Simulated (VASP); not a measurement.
# Pd (Pm-3m) in VASP: further runs, part 2 of 2

VASP 6.6.1. Earlier steps stand in the parts before.

## Step 5: Single point, PBE, collinear spin, antiferromagnetic start (volume scaled by 0.92)

INCAR reads:

```
PREC = Accurate
ENCUT = 520
EDIFF = 1E-6
ISMEAR = -1
SIGMA = 0.05
LREAL = False
LASPH = True
NELM = 150
ALGO = Normal
ISIF = 2
LWAVE = False
LCHARG = False
ISPIN = 2
MAGMOM = 0.5 -0.5
LORBIT = 11
LMAXMIX = 4
GGA = PE
NBANDS = 21
```

KPOINTS reads:

```
regular mesh
0
Gamma
  12 12 12
```

POSCAR reads:

```
Pd
1.0
    0.0000000000      2.5414134994      2.5414134994
    2.5414134994      0.0000000000      2.5414134994
    2.5414134994      2.5414134994      0.0000000000
Pd
2
Direct
    0.0000000000      0.0000000000      0.0000000000
    0.5000000000      0.5000000000      0.5000000000
```

Potentials or basis: VASP PAW PBE potentials, release 64 (Pd).

Command:

```sh
$ cat potpaw_PBE.64/Pd/POTCAR > POTCAR
$ mpirun -np 1 vasp_std > vasp.out
```

OUTCAR:

```text
PREC = Accurate
   ENCUT = 520
   EDIFF = 1E-6
   ISMEAR = -1
   LREAL = False
   LASPH = True
   NELM = 150
   ISIF = 2
   ISPIN = 2
   LORBIT = 11
   GGA = PE

 ion  position               nearest neighbor table
   1  0.000  0.000  0.000-   2 2.54   2 2.54   2 2.54   2 2.54   2 2.54   2 2.54
   2  0.500  0.500  0.500-   1 2.54   1 2.54   1 2.54   1 2.54   1 2.54   1 2.54

  LATTYP: Found a face centered cubic cell.
 ALAT       =     5.0828269988

  Lattice vectors:

 A1 = (   0.0000000000,   2.5414134994,   2.5414134994)
 A2 = (   2.5414134994,   0.0000000000,   2.5414134994)
[... 1395 lines left out ...]

 VOLUME and BASIS-vectors are now :
 -----------------------------------------------------------------------------
  energy-cutoff  :      520.00
  volume of cell :       32.83
      direct lattice vectors                 reciprocal lattice vectors
     0.000000000  2.541413499  2.541413499    -0.196740908  0.196740908  0.196740908
     2.541413499  0.000000000  2.541413499     0.196740908 -0.196740908  0.196740908
     2.541413499  2.541413499  0.000000000     0.196740908  0.196740908 -0.196740908

 POSITION                                       TOTAL-FORCE (eV/Angst)
 -----------------------------------------------------------------------------------
      0.00000      0.00000      0.00000        -0.000000     -0.000000      0.000000
      2.54141      2.54141      2.54141         0.000000      0.000000     -0.000000
 -----------------------------------------------------------------------------------
    total drift:                                0.000000      0.000000      0.000000

  FREE ENERGIE OF THE ION-ELECTRON SYSTEM (eV)
  ---------------------------------------------------
  free  energy   TOTEN  =        -9.3342830869 eV

  energy  without entropy=       -9.3090179577  energy(sigma->0) =       -9.32165052

 total charge

# of ion       s       p       d       tot
------------------------------------------
    1        0.529   0.397   8.564   9.489
    2        0.529   0.397   8.564   9.489
--------------------------------------------------
tot          1.057   0.793  17.128  18.979

 magnetization (x)

# of ion       s       p       d       tot
------------------------------------------
    1        0.000  -0.000  -0.000  -0.000
    2       -0.000   0.000   0.000   0.000
--------------------------------------------------
tot          0.000   0.000   0.000   0.000
```

stdout:

```text
POSCAR found type information on POSCAR Pd
 POSCAR found :  1 types and       2 ions
 scaLAPACK will be used
 LDA part: xc-table for (Slater+PW92), standard interpolation
 POSCAR, INCAR and KPOINTS ok, starting setup
 FFT: planning ... GRIDC
 FFT: planning ... GRID_SOFT
 FFT: planning ... GRID
 WAVECAR not read
 entering main loop
```

Run time: 56 s. Hardware: 1 thread of AMD EPYC 9R45 (Zen 5), shared host; peak memory 0.18 GiB.

Results:

* Free energy: -9.3343 eV
* Pressure: 12.4 GPa
* Band gap on the k mesh: zero (filled and empty bands overlap)
* Net moment: 0.00 μB per cell
* Valence electrons inside the program's atomic spheres: Pd 9.49

## Step 6: Single point, PBE, collinear spin, antiferromagnetic start (volume scaled by 0.96)

INCAR reads:

```
PREC     = Accurate       # precision mode
ENCUT    = 520            # plane-wave cutoff, eV
EDIFF    = 1E-7           # SCF threshold, eV
ISMEAR   = -1             # smearing method
SIGMA    = 0.05           # smearing width, eV
LREAL    = False          # projectors in reciprocal space
LASPH    = True           # aspherical terms in the spheres
NELM     = 150            # most SCF steps
ALGO     = Normal         # electronic algorithm
ISIF     = 2              # what is computed and relaxed
LWAVE    = False          # write WAVECAR
LCHARG   = False          # write CHGCAR
ISPIN    = 2              # spin polarisation
MAGMOM   = 0.5 -0.5       # initial moments
LORBIT   = 11             # projections on sites
LMAXMIX  = 4              # l up to which the mixer works
GGA      = PE             # functional
NBANDS   = 21             # bands
```

KPOINTS is that of step 5.

POSCAR reads:

```
Pd
1.0
    0.0000000000      2.5777243124      2.5777243124
    2.5777243124      0.0000000000      2.5777243124
    2.5777243124      2.5777243124      0.0000000000
Pd
2
Direct
    0.0000000000      0.0000000000      0.0000000000
    0.5000000000      0.5000000000      0.5000000000
```

Potentials or basis: VASP PAW PBE potentials, release 64 (Pd).

Command:

```sh
$ cat potpaw_PBE.64/Pd/POTCAR > POTCAR
$ mpirun -np 1 vasp_std > vasp.out
```

It took 62 s on 1 thread of AMD EPYC 9R45 (Zen 5), shared host; peak memory 0.19 GiB.

The run converged. Its results:

| Quantity | Value |
| --- | --- |
| Free energy | -9.4127 eV |
| Pressure | 5.4 GPa |
| Band gap on the k mesh | zero (filled and empty bands overlap) |
| Net moment | 0.00 μB per cell |
| Valence electrons inside the program's atomic spheres | Pd 9.41 |

Levels at points of the mesh, in eV from the Fermi level:
Spin up:
| k point | band 6 | band 7 | band 8 | band 9 | band 10 | band 11 | band 12 | band 13 | band 14 | band 15 |
| --- | --- | --- | --- | --- | --- | --- | --- | --- | --- | --- |
| (0.00, 0.00, 0.00) | -4.05 | 0.02 | 0.02 | 0.02 | 1.32 | 1.32 | 11.05 | 11.44 | 11.44 | 11.44 |
| (0.50, 0.00, 0.00) | -2.61 | -1.69 | -1.69 | -1.69 | -1.69 | 0.63 | 0.63 | 13.42 | 13.42 | 13.42 |
| (0.50, 0.50, 0.00) | -1.61 | -1.30 | -1.30 | 0.17 | 0.32 | 1.22 | 5.05 | 5.60 | 5.60 | 11.96 |
Spin down:
```csv
k point,band 6,band 7,band 8,band 9,band 10,band 11,band 12,band 13,band 14,band 15
"(0.00, 0.00, 0.00)",-4.05,0.02,0.02,0.02,1.32,1.32,11.05,11.44,11.44,11.44
"(0.50, 0.00, 0.00)",-2.61,-1.69,-1.69,-1.69,-1.69,0.63,0.63,13.42,13.42,13.42
"(0.50, 0.50, 0.00)",-1.61,-1.30,-1.30,0.17,0.32,1.22,5.05,5.60,5.60,11.96
```

## Step 7: The runs side by side

```csv
spin,cell,k mesh,cutoff (eV),smearing,gap on the mesh (eV),pressure (GPa),moment (μB)
off,"a = 2.616 Å, 1 atom",20 × 20 × 20,520,fermi-dirac 0.1 eV,none,-0.3,-
"collinear, ferromagnetic start","a = 2.615 Å, 1 atom",6 × 6 × 6,500,fermi-dirac 0.1 eV,none,0.2,0.00
"collinear, antiferromagnetic start","a = 3.541 Å, angles 60.0°, 2 atoms",12 × 12 × 12,520,fermi-dirac 0.05 eV,none,21.4,0.00
"collinear, antiferromagnetic start","a = 3.594 Å, angles 60.0°, 2 atoms",12 × 12 × 12,520,fermi-dirac 0.05 eV,none,12.4,0.00
"collinear, antiferromagnetic start","a = 3.645 Å, angles 60.0°, 2 atoms",12 × 12 × 12,520,fermi-dirac 0.05 eV,none,5.4,0.00
```

Alike in all rows: task single point; level PBE; potentials or basis VASP PAW PBE potentials, release 64 (Pd).

Caveats: some runs use coarse meshes.

Absolute energies hang on the potentials; compare differences alone.
